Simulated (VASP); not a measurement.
Set up this calculation in VASP 6.6.1, as the native input.

| Item | Value |
| --- | --- |
| Task | single point |
| Functional | PBE |
| Potentials or basis | VASP PAW PBE potentials, release 64 (Si, Mo_sv) |
| Cutoff | 520 eV |
| k mesh | 14 × 14 × 14 |
| Occupations | gaussian, width 0.15 eV |
| Spin | no spin polarisation |
| Dipole correction | no |
| Further INCAR settings | ALGO = Normal; EDIFF = 1e-07; NBANDS = 18 |

The structure of Si2Mo lies in POSCAR:

```
Si2Mo
1.0
   -1.6084236828      1.6084236828      3.9365100029
    1.6084236828     -1.6084236828      3.9365100029
    1.6084236828      1.6084236828     -3.9365100029
Si Mo
2 1
Direct
    0.3350991394      0.3350991394      0.0000000000
    0.6649008606      0.6649008606      0.0000000000
    0.0000000000      0.0000000000      0.0000000000
```

One way to write it, as run:

INCAR

```
ALGO = Normal
EDIFF = 1E-7
ENCUT = 520
GGA = PE
ISIF = 2
ISMEAR = 0
LASPH = T
LCHARG = T
LELF = T
LREAL = F
LVHAR = T
LWAVE = F
NBANDS = 18
NELM = 80
PREC = Accurate
SIGMA = 0.15
```

KPOINTS

```
k-points
0
Gamma
  14 14 14
```

Potentials or basis: VASP PAW PBE potentials, release 64 (Si, Mo_sv).

Launch:

```sh
$ cat potpaw_PBE.64/Si/POTCAR potpaw_PBE.64/Mo_sv/POTCAR > POTCAR
$ mpirun -np 1 vasp_std > vasp.out
```

It gave:

The pressure is 0.2 GPa and the largest force is 0.003 eV/Å. The band gap on the k mesh is zero (band 11 reaches 12.54 eV, above the bottom of band 12 at 11.59 eV).

Run time: 2.1 min on 1 thread of Intel(R) Xeon(R) 6975P-C (Granite Rapids), with other jobs on the host, peak memory 0.32 GiB.
